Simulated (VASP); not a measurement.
Write the native input for VASP 6.6.1 that does the following.

* Task: single point
* Functional: PBE
* Potentials or basis: VASP PAW PBE potentials, release 64 (Hf_pv)
* Cutoff: 520 eV
* k mesh: 12 × 12 × 7
* Occupations: gaussian, width 0.1 eV
* Spin: no spin polarisation
* Dipole correction: no
* Further INCAR settings: ALGO = Normal; EDIFF = 1e-06; NBANDS = 17

The structure of Hf lies in POSCAR:

```
Hf
1.0
    3.0950015819      0.0000000000      0.0000000000
   -1.5475007910      2.6803499947      0.0000000000
    0.0000000000      0.0000000000      5.2846327991
Hf
2
Direct
    0.6666666667      0.3333333333      0.2500000000
    0.3333333333      0.6666666667      0.7500000000
```

The input as run:

INCAR

```
PREC     = Accurate       # precision mode
ENCUT    = 520            # plane-wave cutoff, eV
EDIFF    = 1E-6           # SCF threshold, eV
ISMEAR   = 0              # smearing method
SIGMA    = 0.1            # smearing width, eV
LREAL    = F              # projectors in reciprocal space
LASPH    = T              # aspherical terms in the spheres
NELM     = 60             # most SCF steps
ALGO     = Normal         # electronic algorithm
ISIF     = 2              # what is computed and relaxed
LWAVE    = F              # write WAVECAR
LCHARG   = F              # write CHGCAR
GGA      = PE             # functional
NBANDS   = 17             # bands
```

KPOINTS

```
Automatic mesh
0
Gamma
  12 12 7
```

Potentials or basis: VASP PAW PBE potentials, release 64 (Hf_pv).

The run is started by

```bash
$ cat potpaw_PBE.64/Hf_pv/POTCAR > POTCAR
$ mpirun -np 1 vasp_std > vasp.out
```

It gave:

The pressure is 2.7 GPa and the band gap on the k mesh is zero (band 10 reaches 5.79 eV, above the bottom of band 11 at 4.74 eV).

Caveat: spin-orbit coupling is left out, which moves the levels of the heavy elements.

Run time: 33 s on 1 thread of Intel(R) Xeon(R) Platinum 8259CL CPU @ 2.50GHz (Skylake/Cascade Lake), with other jobs on the host, peak memory 0.19 GiB.
